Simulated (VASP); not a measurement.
Input of a VASP 6.6.1 run:

Contents of INCAR:

```
  ALGO = Normal
  EDIFF = 1E-8
  ENCUT = 520
  GGA = PE
  ISIF = 2
  ISMEAR = -1
  LASPH = T
  LCHARG = F
  LEFG = T
  LREAL = F
  LWAVE = F
  NBANDS = 21
  NELM = 60
  PREC = Accurate
  SIGMA = 0.05
```

The input KPOINTS:

```
k-points
0
Gamma
  10 10 10
```

File POSCAR:

```
Ge
1.0
    0.0000000000      2.8287700000      2.8853454000
    2.8287700000      0.0000000000      2.8853454000
    2.8287700000      2.8287700000      0.0000000000
Ge
2
Direct
    0.5000000000      0.5000000000      0.5000000000
    0.7500000000      0.7500000000      0.7500000000
```

Potentials or basis: VASP PAW PBE potentials, release 64 (Ge_d).

Launch:

```bash
$ cat potpaw_PBE.64/Ge_d/POTCAR > POTCAR
$ mpirun -np 1 vasp_std > vasp.out
```

Question: Predict the pressure.

Answer: 2.2 GPa.

Question: Predict the band gap on the k mesh.

Answer: Zero (filled and empty bands touch).

Electric field gradients, principal values (V/Å²):
| atom | least | middle | greatest (by size) |
| --- | --- | --- | --- |
| 1 Ge | 0.397 | 0.408 | -0.805 |
| 2 Ge | 0.397 | 0.408 | -0.805 |

Caveat: the cell differs from its parent crystal (zz strain of +2 %); without QUAD_EFG the Cq values of the log hold for a quadrupole moment of 1 mb, not for the nuclei.
